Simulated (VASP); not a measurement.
# In3As in VASP: further runs

The runs below take In3As through single point, with PBEsol+D3(BJ), PBEsol, LDA, PBE.

Program: VASP 6.6.1. These are calculated values, not measurements. Logs are shortened: lines on timing, memory, paths and dates and some standing lists are left out, and cuts for length are marked.

### 1 The cell of the first run

The structure is cubic, space group Pm-3m (No. 221). The conventional cell has a = 4.672 Å, b = 4.672 Å, c = 4.672 Å, α = 90.00°, β = 90.00°, γ = 90.00°. Within 4.3 Å of In (site symmetry 4/mmm) lie 8 In at 3.30 Å and 4 As at 3.30 Å. As (site symmetry m-3m) has 12 In at 3.30 Å within 4.3 Å.

### 2 Single point, PBEsol+D3(BJ)

File INCAR:

```
SYSTEM = In3As
PREC = Accurate
ENCUT = 520
EDIFF = 1E-6
ISMEAR = -1
SIGMA = 0.05
LREAL = .FALSE.
LASPH = .TRUE.
NELM = 100
ALGO = Normal
ISIF = 2
LWAVE = .FALSE.
LCHARG = .FALSE.
GGA = PS
IVDW = 12
NBANDS = 30
```

File KPOINTS:

```
regular mesh
0
G
  6 6 6
  0 0 0
```

File POSCAR:

```
In3As
1.0
    4.6716810000      0.0000000000      0.0000000000
    0.0000000000      4.6716810000      0.0000000000
    0.0000000000      0.0000000000      4.6716810000
In As
3 1
Direct
    0.5000000000      0.5000000000      0.0000000000
    0.5000000000      0.0000000000      0.5000000000
    0.0000000000      0.5000000000      0.5000000000
    0.0000000000      0.0000000000      0.0000000000
```

Potentials or basis: VASP PAW PBE potentials, release 64 (In_d, As).

The run is started by

```bash
$ cat potpaw_PBE.64/In_d/POTCAR potpaw_PBE.64/As/POTCAR > POTCAR
$ mpirun -np 1 vasp_std > vasp.out
```

OUTCAR:

```text
SYSTEM = In3As
   PREC = Accurate
   ENCUT = 520
   EDIFF = 1E-6
   ISMEAR = -1
   LREAL = .FALSE.
   LASPH = .TRUE.
   NELM = 100
   ISIF = 2
   GGA = PS
   IVDW = 12
 IVDW          = 12

 ion  position               nearest neighbor table
   1  0.500  0.500  0.000-   2 3.30   3 3.30   4 3.30   2 3.30   3 3.30   2 3.30   4 3.30   2 3.30
                             3 3.30   4 3.30   3 3.30   4 3.30
   2  0.500  0.000  0.500-   1 3.30   3 3.30   4 3.30   1 3.30   4 3.30   1 3.30   3 3.30   1 3.30
                             3 3.30   4 3.30   4 3.30   3 3.30
   3  0.000  0.500  0.500-   1 3.30   2 3.30   4 3.30   1 3.30   4 3.30   2 3.30   4 3.30   4 3.30
                             1 3.30   2 3.30   1 3.30   2 3.30
   4  0.000  0.000  0.000-   1 3.30   2 3.30   3 3.30   2 3.30   3 3.30   1 3.30   3 3.30   3 3.30
                             1 3.30   2 3.30   2 3.30   1 3.30

  LATTYP: Found a simple cubic cell.
 ALAT       =     4.6716810000

  Lattice vectors:

 A1 = (   4.6716810000,   0.0000000000,   0.0000000000)
 A2 = (   0.0000000000,   4.6716810000,   0.0000000000)
 A3 = (   0.0000000000,   0.0000000000,   4.6716810000)

Analysis of symmetry for initial positions (statically):
=====================================================================
 Subroutine PRICEL returns:
 Original cell was already a primitive cell.

 Routine SETGRP: Setting up the symmetry group for a
 simple cubic supercell.

 Subroutine GETGRP returns: Found 48 space group operations
 (whereof 48 operations were pure point group operations)
 out of a pool of 48 trial point group operations.

The static configuration has the point symmetry O_h .

Analysis of symmetry for dynamics (positions and initial velocities):
=====================================================================
 Subroutine PRICEL returns:
 Original cell was already a primitive cell.

 Routine SETGRP: Setting up the symmetry group for a
 simple cubic supercell.

 Subroutine GETGRP returns: Found 48 space group operations
 (whereof 48 operations were pure point group operations)
 out of a pool of 48 trial point group operations.

The dynamic configuration has the point symmetry O_h .

 Subroutine INISYM returns: Found 48 space group operations
 (whereof 48 operations are pure point group operations),
 and found     1 'primitive' translations

----------------------------------------------------------------------------------------

                                     Primitive cell

  volume of cell :     101.9576
[... 88 lines left out ...]
   EDIFF  = 0.1E-05   stopping-criterion for ELM
   LREAL  =      F    real-space projection
   EDIFFG = 0.1E-04   stopping-criterion for IOM
   NSW    =      0    number of steps for IOM
   IBRION =     -1    ionic relax: 0-MD 1-quasi-New 2-CG
   NFREE  =      0    steps in history (QN), initial steepest desc. (CG)
   ISIF   =      2    stress and relaxation
   ISYM   =      2    0-nonsym 1-usesym 2-fastsym
   POTIM  = 0.5000    time-step for ionic-motion
   TEBEG  =    0.0;   TEEND  =   0.0 temperature during run
   PSTRESS=    0.0 pullay stress
   NELECT =      44.0000    total number of electrons
   NUPDOWN=      -1.0000    fix difference up-down
   EMIN   =  10.00;   EMAX   =-10.00  energy-range for DOS
   EFERMI =   0.00;   METHOD = LEGACY
   ISMEAR =    -1;   SIGMA  =   0.05  broadening in eV -4-tet -1-fermi 0-gaus
   EFERMI_NEDOS =   21; number of points for ismear=-14 and -15
   IALGO  =     38    algorithm
   IMIX   =      4    mixing-type and parameters
     AMIX     =   0.40;   BMIX     =  1.00
     AMIX_MAG =   1.60;   BMIX_MAG =  1.00
  volume/ion in A,a.u.               =      25.49       172.01
  Fermi-wavevector in a.u.,A,eV,Ry     =   1.237141  2.337858 20.823961  1.530518
  Thomas-Fermi vector in A             =   2.371720
   LORBIT       =      0    0 simple, 1 ext, 2 COOP (PROOUT), +10 PAW based schemes
   GGA     = PS    functional components
   LHFCALC =     F    Hartree Fock is set to
   AEXX    =    0.0000 exact exchange contribution
   IVDW    =    12    specifies the selected vdW correction
   LEPSILON=     F    determine dielectric tensor
   LRPA    =     F    only Hartree local field effects (RPA)
 non-spin polarized calculation
  energy-cutoff  :      520.00
  volume of cell :      101.96
 maximum number of plane-waves:      2800
 NGX is ok and might be reduce to    36
   NGX = 17   NGY = 17   NGZ = 17

 number of electron      43.9999975 magnetization

 Free energy of the ion-electron system (eV)
  ---------------------------------------------------
  ext. energy  EPLUGINS =         0.00000000
  ---------------------------------------------------
  free energy    TOTEN  =       -13.71668648 eV

  energy without entropy =      -13.70136739  energy(sigma->0) =      -13.70902693

 E-fermi :   6.4348     XC(G=0): -10.2887

 val. band max:        6.4250007978   @ k =   0.1667   0.1667   0.1667
 cond. band min:       6.4549989009   @ k =   0.3333   0.3333   0.3333
 fundamental gap:      0.0299981032
 Fermi energy:         6.4347789374

 k-point     1 :       0.0000    0.0000    0.0000
  band No.  band energies     occupation
      1      -8.1210      2.00000
      2      -8.1051      2.00000
      3      -8.1051      2.00000
      4      -8.1051      2.00000
      5      -7.9293      2.00000
      6      -7.9293      2.00000
[... 649 lines left out ...]
     29      15.5619      0.00000
     30      15.5637      0.00000

------------------------ aborting loop because EDIFF is reached ----------------------------------------

 Edisp (eV)   -1.41465

 E8    (eV) :    -0.9985

  FORCE on cell =-STRESS in cart. coord.  units (eV):
  Direction    XX          YY          ZZ          XY          YZ          ZX
  --------------------------------------------------------------------------------------
  -------------------------------------------------------------------------------------
  Total      -2.99269    -2.99269    -2.99269     0.00000     0.00000    -0.00000
  in kB     -47.02764   -47.02764   -47.02764     0.00000     0.00000    -0.00000
  external pressure =      -47.03 kB  Pullay stress =        0.00 kB

 VOLUME and BASIS-vectors are now :
 -----------------------------------------------------------------------------
  energy-cutoff  :      520.00
  volume of cell :      101.96
      direct lattice vectors                 reciprocal lattice vectors
     4.671681000  0.000000000  0.000000000     0.214055711  0.000000000  0.000000000
     0.000000000  4.671681000  0.000000000     0.000000000  0.214055711  0.000000000
     0.000000000  0.000000000  4.671681000     0.000000000  0.000000000  0.214055711

 POSITION                                       TOTAL-FORCE (eV/Angst)
 -----------------------------------------------------------------------------------
      2.33584      2.33584      0.00000         0.000000      0.000000      0.000000
      2.33584      0.00000      2.33584         0.000000      0.000000      0.000000
      0.00000      2.33584      2.33584         0.000000      0.000000      0.000000
      0.00000      0.00000      0.00000         0.000000      0.000000      0.000000
 -----------------------------------------------------------------------------------
    total drift:                                0.000000      0.000000      0.000000

  FREE ENERGIE OF THE ION-ELECTRON SYSTEM (eV)
  ---------------------------------------------------
  free  energy   TOTEN  =       -15.1313366531 eV

  energy  without entropy=      -15.1160175632  energy(sigma->0) =      -15.12367711
```

Run time: 20 s. Hardware: 1 thread of Intel Xeon 6975P-C (Granite Rapids), shared host; peak memory 0.23 GiB.

What came out:

* Free energy: -15.1313 eV
* Pressure: -4.7 GPa
* Band gap on the k mesh: zero (band 22 reaches 6.94 eV, above the bottom of band 23 at 3.09 eV)
* Dispersion energy per atom: -0.354 eV

Caveat: three body term missing; the PAW data sets were made with another functional, which shifts forces and pressure a little; spin-orbit coupling is left out, which moves the levels of the heavy elements; pairwise dispersion overbinds metals, which lowers pressure and volume.

### 3 Single point, PBEsol (atoms moved at random)

File INCAR:

```
ALGO     = Fast           # electronic algorithm
EDIFF    = 1E-6           # SCF threshold, eV
ENCUT    = 520            # plane-wave cutoff, eV
GGA      = PS             # functional
ISIF     = 2              # what is computed and relaxed
ISMEAR   = -1             # smearing method
LASPH    = True           # aspherical terms in the spheres
LCHARG   = False          # write CHGCAR
LREAL    = False          # projectors in reciprocal space
LWAVE    = False          # write WAVECAR
NBANDS   = 30             # bands
NELM     = 60             # most SCF steps
PREC     = Accurate       # precision mode
SIGMA    = 0.05           # smearing width, eV
```

File KPOINTS:

```
k-points
0
Gamma
  6 6 6
```

File POSCAR:

```
In3As
1.0
    4.6716810000      0.0000000000      0.0000000000
    0.0000000000      4.6716810000      0.0000000000
    0.0000000000      0.0000000000      4.6716810000
In As
3 1
Direct
    0.5028690000      0.4979900000     -0.0089040000
    0.4937360000     -0.0117320000      0.4955530000
   -0.0097910000      0.4974800000      0.5102530000
   -0.0010710000      0.0083410000     -0.0029350000
```

Potentials or basis: VASP PAW PBE potentials, release 64 (In_d, As).

The run is started by

```bash
$ cat potpaw_PBE.64/In_d/POTCAR potpaw_PBE.64/As/POTCAR > POTCAR
$ mpirun -np 1 vasp_std > vasp.out
```

OUTCAR:

```text
EDIFF = 1E-6
   ENCUT = 520
   GGA = PS
   ISIF = 2
   ISMEAR = -1
   LASPH = True
   LREAL = False
   NELM = 60
   PREC = Accurate

 ion  position               nearest neighbor table
   1  0.503  0.498  0.991-   3 3.20   4 3.26   2 3.26   4 3.28   3 3.28   2 3.29   2 3.32   4 3.33
                             3 3.33   2 3.35   4 3.35   3 3.41
   2  0.494  0.988  0.496-   1 3.26   3 3.26   4 3.28   3 3.29   1 3.29   4 3.29   4 3.32   1 3.32
                             3 3.32   4 3.33   3 3.35   1 3.35
   3  0.990  0.497  0.510-   1 3.20   4 3.22   2 3.26   1 3.28   2 3.29   4 3.30   4 3.31   2 3.32
[... 996 lines left out ...]
  --------------------------------------------------------------------------------------
  -------------------------------------------------------------------------------------
  Total       -1.4748819     -1.5041743     -1.4748494     -0.0181539     -0.0247210     -0.0335524
  in kB      -23.1765227    -23.6368294    -23.1760130     -0.2852735     -0.3884697     -0.5272471
  external PRESSURE =     -23.3297883 kB  Pullay stress =       0.0000000 kB

 VOLUME and BASIS-vectors are now :
 -----------------------------------------------------------------------------
  energy-cutoff  :      520.00
  volume of cell :      101.96
      direct lattice vectors                 reciprocal lattice vectors
     4.671681000  0.000000000  0.000000000     0.214055711  0.000000000  0.000000000
     0.000000000  4.671681000  0.000000000     0.000000000  0.214055711  0.000000000
     0.000000000  0.000000000  4.671681000     0.000000000  0.000000000  0.214055711

 POSITION                                       TOTAL-FORCE (eV/Angst)
 -----------------------------------------------------------------------------------
      2.34924      2.32645      4.63008        -0.067657     -0.071692      0.147847
      2.30658      4.61687      2.31507        -0.049423      0.063719     -0.069349
      4.62594      2.32407      2.38374         0.084151     -0.069505     -0.092976
      4.66668      0.03897      4.65797         0.032929      0.077478      0.014478
 -----------------------------------------------------------------------------------
    total drift:                                0.000283      0.000138     -0.000131

  FREE ENERGIE OF THE ION-ELECTRON SYSTEM (eV)
  ---------------------------------------------------
  free  energy   TOTEN  =       -13.7114443723 eV

  energy  without entropy=      -13.6970091483  energy(sigma->0) =      -13.70422676
```

Run time: 6.3 min. Hardware: 1 thread of Intel Xeon Platinum 8375C at 2.90GHz (Ice Lake), shared host; peak memory 0.4 GiB.

What came out:

```yaml
Free_energy: -13.7114 eV
Pressure: -2.3 GPa
Largest_force: 0.178 eV/Å
Band_gap_on_the_k_mesh: zero (band 22 reaches 6.95 eV, above the bottom of band 23 at 3.13 eV)
```

Forces on the atoms (eV/Å):
```
In  -0.068 -0.072  0.148
In  -0.049  0.064 -0.069
In   0.084 -0.070 -0.093
As   0.033  0.077  0.014
```

Levels at points of the mesh, in eV from the Fermi level:
```tsv
k point	band 19	band 20	band 21	band 22	band 23	band 24	band 25	band 26
(0.00, 0.00, 0.00)	-2.82	-2.82	-1.87	-1.85	2.11	2.12	2.12	4.56
(0.50, 0.00, 0.00)	-1.55	-1.54	-1.19	-0.16	-0.02	0.21	1.48	4.70
(0.00, 0.50, 0.00)	-1.54	-1.54	-1.19	-0.03	-0.02	0.06	1.49	4.72
(0.00, 0.00, 0.50)	-1.56	-1.55	-1.19	-0.16	-0.01	0.22	1.49	4.68
(0.50, 0.50, 0.00)	-5.74	-0.73	-0.35	0.47	0.48	1.75	1.92	1.97
(0.00, 0.50, 0.50)	-5.67	-0.72	-0.36	0.47	0.48	1.76	1.86	1.97
(0.50, 0.00, 0.50)	-5.74	-0.75	-0.35	0.48	0.49	1.77	1.94	1.97
(0.50, 0.50, 0.50)	-4.19	-3.92	-3.91	-3.83	-3.30	4.74	4.74	4.75
```

Caveat: the cell differs from its parent crystal (atoms moved at random); the PAW data sets were made with another functional, which shifts forces and pressure a little; spin-orbit coupling is left out, which moves the levels of the heavy elements.

(Continued in part 2 of 2.)
